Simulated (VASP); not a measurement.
Set up this calculation in VASP 6.6.1, as the native input.

```
Task                   : single point
Functional             : LDA
Potentials or basis    : VASP PAW LDA potentials, release 64 (Ru_pv)
Cutoff                 : 520 eV
k mesh                 : 9 × 9 × 6
Occupations            : gaussian, width 0.1 eV
Spin                   : no spin polarisation
Dipole correction      : no
Further INCAR settings : ALGO = Fast; EDIFF = 1e-07; NBANDS = 21
```

The structure of Ru lies in POSCAR:

```
Ru
1.0
    2.6727708151      0.0000000000      0.0000000000
   -1.3363854075      2.3146874244      0.0000000000
    0.0000000000      0.0000000000      4.2281470718
Ru
2
Direct
    0.3333333333      0.6666666667      0.2500000000
    0.6666666667      0.3333333333      0.7500000000
```

These files were run (other wordings do the same):

INCAR

```
  PREC = Accurate
  ENCUT = 520
  EDIFF = 1E-7
  ISMEAR = 0
  SIGMA = 0.1
  LREAL = False
  LASPH = True
  NELM = 80
  ALGO = Fast
  ISIF = 2
  LWAVE = False
  LCHARG = False
  NBANDS = 21
```

KPOINTS

```
Automatic mesh
0
Gamma
  9 9 6
```

Potentials or basis: VASP PAW LDA potentials, release 64 (Ru_pv).

Command:

```sh
$ cat potpaw_LDA.64/Ru_pv/POTCAR > POTCAR
$ mpirun -np 1 vasp_std > vasp.out
```

It gave:

```
Pressure               : 1.0 GPa
Band gap on the k mesh : zero (band 14 reaches 14.95 eV, above the bottom of band 15 at 11.71 eV)
```

Run time: 12 s on 1 thread of AMD EPYC 9R45 (Zen 5), on a shared host, peak memory 0.1 GiB.
